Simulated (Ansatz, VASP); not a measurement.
# Two plane-wave programs on Ag

```xyz
16
Lattice="5.7841 0.0000 0.0000 2.8921 5.0092 0.0000 0.0000 0.0000 23.5841" Properties=species:S:1:pos:R:3 pbc="T T T"
Ag    0.0000    0.0000    2.5000
Ag    2.8921    0.0000    2.5000
Ag    1.4460    2.5046    2.5000
Ag    4.3381    2.5046    2.5000
Ag    1.4460    0.8349    4.8614
Ag    4.3381    0.8349    4.8614
Ag    2.8921    3.3395    4.8614
Ag    5.7841    3.3395    4.8614
Ag    5.7843    1.6696    7.1790
Ag    2.8927    1.6689    7.1778
Ag    7.2304    4.1741    7.1789
Ag    4.3390    4.1737    7.1785
Ag    0.0008   -0.0008    9.5300
Ag    2.8927   -0.0005    9.5303
Ag    1.4473    2.5037    9.5294
Ag    4.3387    2.5038    9.5301
```

Alike in both runs: task single point; functional PBE; dispersion D3(BJ); k mesh 6 × 6 × 1; occupations methfessel-paxton of order 1, width 0.1 eV; no spin polarisation.

|  | VASP | Ansatz |
| --- | --- | --- |
| version | VASP 6.6.1 | Ansatz 0.2.0 |
| potentials or method | VASP PAW PBE potentials, release 64 (Ag), cutoff 400 eV | scalar-relativistic, plane waves, PAW |
| valence electrons in the cell | 176 | 304 |

|  | VASP | Ansatz | Ansatz less VASP |
| --- | --- | --- | --- |
| rms of the force components (eV/Å) | 0.013 | 0.013 | -0.0002 |

Atom by atom the forces differ by 0.001 eV/Å (rms over components). VASP's potentials hold 176 valence electrons a cell and Ansatz's 304, so a difference there can come from the potentials and not from the codes.
